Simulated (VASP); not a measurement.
# HfH2F2 (Immm) in VASP: single point with PBE

Aim: the single point of HfH2F2 with PBE.

All numbers are computed with VASP 6.6.1; they aren't measurements. Logs are shortened: lines on timing, memory, paths and dates and some standing lists are left out, and cuts for length are marked.

## Step 1: The cell of the first run

Symmetry: Immm, No. 71, orthorhombic system. The conventional cell has a = 2.711 Å, b = 4.300 Å, c = 9.116 Å, α = 90.00°, β = 90.00°, γ = 90.00°. Within 2.4 Å of Hf (site symmetry mmm) lie 4 F at 1.81 Å. H (site symmetry mm2) has 4 F at 2.19 to 2.20 Å and 6 H at 2.71 to 2.85 Å within 2.9 Å. Within 2.4 Å of F (site symmetry mm2) lie 2 Hf at 1.81 Å and 4 H at 2.19 to 2.20 Å and 1 F at 2.38 Å.

## Step 2: Single point, PBE

INCAR reads:

```
SYSTEM = HfH2F2
PREC = Accurate
ENCUT = 520
EDIFF = 1E-6
ISMEAR = 0
SIGMA = 0.1
LREAL = .FALSE.
LASPH = .TRUE.
NELM = 80
ALGO = Normal
ISIF = 2
LWAVE = .FALSE.
LCHARG = .FALSE.
GGA = PE
NBANDS = 21
```

KPOINTS reads:

```
regular mesh
0
G
  8 8 8
  0 0 0
```

POSCAR reads:

```
HfH2F2
1.0
   -1.3557246300      2.1500797000      4.5580999800
    1.3557246300     -2.1500797000      4.5580999800
    1.3557246300      2.1500797000     -4.5580999800
Hf H F
1 2 2
Direct
    0.0000000000      0.0000000000      0.0000000000
    0.3211419900      0.3211419900      0.0000000000
    0.6788580100      0.6788580100      0.0000000000
    0.1307839900      0.6307839900      0.5000000000
    0.8692160100      0.3692160100      0.5000000000
```

Potentials or basis: VASP PAW PBE potentials, release 64 (Hf_pv, H, F).

Started as:

```console
$ cat potpaw_PBE.64/Hf_pv/POTCAR potpaw_PBE.64/H/POTCAR potpaw_PBE.64/F/POTCAR > POTCAR
$ mpirun -np 1 vasp_std > vasp.out
```

OUTCAR:

```text
SYSTEM = HfH2F2
   PREC = Accurate
   ENCUT = 520
   EDIFF = 1E-6
   ISMEAR = 0
   LREAL = .FALSE.
   LASPH = .TRUE.
   NELM = 80
   ISIF = 2
   GGA = PE

 ion  position               nearest neighbor table
   1  0.000  0.000  0.000-   5 1.81   4 1.81   4 1.81   5 1.81
   2  0.321  0.321  0.000-
   3  0.679  0.679  0.000-
   4  0.131  0.631  0.500-   1 1.81   1 1.81
   5  0.869  0.369  0.500-   1 1.81   1 1.81

  LATTYP: Found a body centered orthorhombic cell.
 ALAT       =     2.7114492600
 B/A-ratio  =     1.5859265609
 C/A-ratio  =     3.3621134256

  Lattice vectors:

 A1 = (  -1.3557246300,   2.1500797000,   4.5580999800)
 A2 = (   1.3557246300,  -2.1500797000,   4.5580999800)
 A3 = (   1.3557246300,   2.1500797000,  -4.5580999800)

Analysis of symmetry for initial positions (statically):
=====================================================================
 Subroutine PRICEL returns:
 Original cell was already a primitive cell.

 Routine SETGRP: Setting up the symmetry group for a
 body centered orthorhombic supercell.

 Subroutine GETGRP returns: Found  8 space group operations
 (whereof  8 operations were pure point group operations)
 out of a pool of  8 trial point group operations.

The static configuration has the point symmetry D_2h.

Analysis of symmetry for dynamics (positions and initial velocities):
=====================================================================
 Subroutine PRICEL returns:
 Original cell was already a primitive cell.

 Routine SETGRP: Setting up the symmetry group for a
 body centered orthorhombic supercell.

 Subroutine GETGRP returns: Found  8 space group operations
 (whereof  8 operations were pure point group operations)
 out of a pool of  8 trial point group operations.

The dynamic configuration has the point symmetry D_2h.

 Subroutine INISYM returns: Found  8 space group operations
 (whereof  8 operations are pure point group operations),
 and found     1 'primitive' translations

----------------------------------------------------------------------------------------

                                     Primitive cell

  volume of cell :      53.1459

  direct lattice vectors                    reciprocal lattice vectors
[... 91 lines left out ...]
   ENCUT  =  520.0 eV  38.22 Ry    6.18 a.u.   9.70  9.70  9.70*2*pi/ulx,y,z
   NELM   =     80;   NELMIN=  2; NELMDL= -5     # of ELM steps
   EDIFF  = 0.1E-05   stopping-criterion for ELM
   LREAL  =      F    real-space projection
   EDIFFG = 0.1E-04   stopping-criterion for IOM
   NSW    =      0    number of steps for IOM
   IBRION =     -1    ionic relax: 0-MD 1-quasi-New 2-CG
   NFREE  =      0    steps in history (QN), initial steepest desc. (CG)
   ISIF   =      2    stress and relaxation
   ISYM   =      2    0-nonsym 1-usesym 2-fastsym
   POTIM  = 0.5000    time-step for ionic-motion
   TEBEG  =    0.0;   TEEND  =   0.0 temperature during run
   PSTRESS=    0.0 pullay stress
   NELECT =      26.0000    total number of electrons
   NUPDOWN=      -1.0000    fix difference up-down
   EMIN   =  10.00;   EMAX   =-10.00  energy-range for DOS
   EFERMI =   0.00;   METHOD = LEGACY
   ISMEAR =     0;   SIGMA  =   0.10  broadening in eV -4-tet -1-fermi 0-gaus
   EFERMI_NEDOS =   21; number of points for ismear=-14 and -15
   IALGO  =     38    algorithm
   IMIX   =      4    mixing-type and parameters
     AMIX     =   0.40;   BMIX     =  1.00
     AMIX_MAG =   1.60;   BMIX_MAG =  1.00
  volume/ion in A,a.u.               =      10.63        71.73
  Fermi-wavevector in a.u.,A,eV,Ry     =   1.289959  2.437669 22.640024  1.663995
  Thomas-Fermi vector in A             =   2.421820
   LORBIT       =      0    0 simple, 1 ext, 2 COOP (PROOUT), +10 PAW based schemes
   GGA     = PE    functional components
   LHFCALC =     F    Hartree Fock is set to
   AEXX    =    0.0000 exact exchange contribution
   IVDW    =     0    specifies the selected vdW correction
   LEPSILON=     F    determine dielectric tensor
   LRPA    =     F    only Hartree local field effects (RPA)
 non-spin polarized calculation
 Gauss-broadening in eV      SIGMA  =   0.10
  energy-cutoff  :      520.00
  volume of cell :       53.15
 maximum number of plane-waves:      1456
   NGX = 19   NGY = 19   NGZ = 19

 number of electron      26.0000003 magnetization

 Free energy of the ion-electron system (eV)
  ---------------------------------------------------
  ext. energy  EPLUGINS =         0.00000000
  ---------------------------------------------------
  free energy    TOTEN  =       -19.70752231 eV

  energy without entropy =      -19.69898475  energy(sigma->0) =      -19.70325353

 E-fermi :   3.4918     XC(G=0):  -9.9684

 val. band max:        3.4888716028   @ k =   0.5000   0.1250   0.0000
 cond. band min:       3.4984787442   @ k =   0.3750   0.0000  -0.0000
 fundamental gap:      0.0096071414
 Fermi energy:         3.4917595977

 k-point     1 :       0.0000    0.0000    0.0000
  band No.  band energies     occupation
      1     -32.1829      2.00000
      2     -30.1216      2.00000
      3     -29.9276      2.00000
      4     -25.9367      2.00000
      5     -22.3715      2.00000
      6      -9.1123      2.00000
[... 565 lines left out ...]
     20      12.3895      0.00000
     21      13.1975      0.00000

 [... further k-points ...]

------------------------ aborting loop because EDIFF is reached ----------------------------------------

  FORCE on cell =-STRESS in cart. coord.  units (eV):
  Direction    XX          YY          ZZ          XY          YZ          ZX
  --------------------------------------------------------------------------------------
  -------------------------------------------------------------------------------------
  Total       39.6230971      0.9686079     20.5484286      0.0000000      0.0000000      0.0000000
  in kB     1194.5081527     29.2003944    619.4686242      0.0000000      0.0000000      0.0000000
  external PRESSURE =     614.3923905 kB  Pullay stress =       0.0000000 kB

 VOLUME and BASIS-vectors are now :
 -----------------------------------------------------------------------------
  energy-cutoff  :      520.00
  volume of cell :       53.15
      direct lattice vectors                 reciprocal lattice vectors
    -1.355724630  2.150079700  4.558099980     0.000000000  0.232549519  0.109694829
     1.355724630 -2.150079700  4.558099980     0.368806459  0.000000000  0.109694829
     1.355724630  2.150079700 -4.558099980     0.368806459  0.232549519  0.000000000

 POSITION                                       TOTAL-FORCE (eV/Angst)
 -----------------------------------------------------------------------------------
      0.00000      0.00000      0.00000        -0.000000      0.000000      0.000000
      0.00000      0.00000      2.92759        -0.000000      0.000000      1.662832
      0.00000      0.00000      6.18861         0.000000     -0.000000     -1.662832
      1.35572      0.00000      1.19225        -0.000000      0.000000      7.784228
      0.00000      2.15008      3.36585         0.000000     -0.000000     -7.784228
 -----------------------------------------------------------------------------------
    total drift:                               -0.000000     -0.000000      0.000000

  FREE ENERGIE OF THE ION-ELECTRON SYSTEM (eV)
  ---------------------------------------------------
  free  energy   TOTEN  =       -19.7075223058 eV

  energy  without entropy=      -19.6989847524  energy(sigma->0) =      -19.70325353
```

OSZICAR:

```text
N       E                     dE             d eps       ncg     rms          rms(c)
DAV:   1     0.149564514021E+03    0.14956E+03   -0.14646E+04  3998   0.118E+03
DAV:   2    -0.165107169190E+02   -0.16608E+03   -0.16127E+03  4836   0.306E+02
DAV:   3    -0.237161270550E+02   -0.72054E+01   -0.71744E+01  4860   0.589E+01
DAV:   4    -0.237727044666E+02   -0.56577E-01   -0.56569E-01  4722   0.574E+00
DAV:   5    -0.237732875748E+02   -0.58311E-03   -0.58309E-03  5011   0.542E-01    0.931E+01
DAV:   6    -0.197742825745E+02    0.39990E+01   -0.12648E+01  4555   0.275E+01    0.677E+01
DAV:   7    -0.197496441365E+02    0.24638E-01   -0.13157E+00  4835   0.696E+00    0.134E+01
DAV:   8    -0.197450870124E+02    0.45571E-02   -0.78073E-01  4583   0.248E+00    0.113E+00
DAV:   9    -0.197078054650E+02    0.37282E-01   -0.21111E-01  4643   0.147E+00    0.657E-01
DAV:  10    -0.197076578528E+02    0.14761E-03   -0.63931E-03  4605   0.436E-01    0.606E-01
DAV:  11    -0.197075286049E+02    0.12925E-03   -0.13935E-03  4983   0.178E-01    0.129E-01
DAV:  12    -0.197075199415E+02    0.86634E-05   -0.60736E-05  4696   0.602E-02    0.896E-02
DAV:  13    -0.197075247481E+02   -0.48066E-05   -0.18412E-05  4765   0.249E-02    0.315E-02
DAV:  14    -0.197075222559E+02    0.24922E-05   -0.13820E-05  4021   0.116E-02    0.364E-03
DAV:  15    -0.197075223058E+02   -0.49912E-07   -0.27791E-07  3115   0.309E-03
   1 F= -.19707522E+02 E0= -.19703254E+02  d E =-.853755E-02
```

stdout:

```text
POSCAR found type information on POSCAR HfH F
 POSCAR found :  3 types and       5 ions
 scaLAPACK will be used
 LDA part: xc-table for (Slater+PW92), standard interpolation
 POSCAR, INCAR and KPOINTS ok, starting setup
 FFT: planning ... GRIDC
 FFT: planning ... GRID_SOFT
 FFT: planning ... GRID
 WAVECAR not read
 entering main loop
```

It took 6.1 min on 1 thread of AMD EPYC 7R13, shared host; peak memory 0.27 GiB.

Results:

```yaml
Free_energy: -19.7075 eV
Pressure: 61.4 GPa
Largest_force: 7.784 eV/Å
Band_gap_on_the_k_mesh: zero (band 13 reaches 3.61 eV, above the bottom of band 14 at 3.13 eV)
```

Forces on the atoms (eV/Å):
```
Hf   0.000  0.000  0.000
H    0.000  0.000  1.663
H    0.000  0.000 -1.663
F    0.000  0.000  7.784
F    0.000  0.000 -7.784
```

Levels at points of the mesh, in eV from the Fermi level:
```
           k point  band 11  band 12  band 13  band 14  band 15  band 16
(0.00, 0.00, 0.00)    -8.48    -4.96    -1.10     0.08     0.96     2.64
(0.50, 0.00, 0.00)    -8.51    -2.18    -1.49    -0.31     0.72     2.51
(0.00, 0.50, 0.00)    -8.54    -0.98    -0.78     0.15     0.51     0.72
(0.50, 0.50, 0.00)    -8.60    -0.43     0.07     0.42     0.54     1.81
(0.50, 0.50, 0.50)    -8.54    -4.35    -2.42     0.13     2.20     2.65
```

Caveat: spin-orbit coupling is left out, which moves the levels of the heavy elements; forces of over 1 eV/Å act on the atoms, so gaps and moduli don't describe the material at rest.
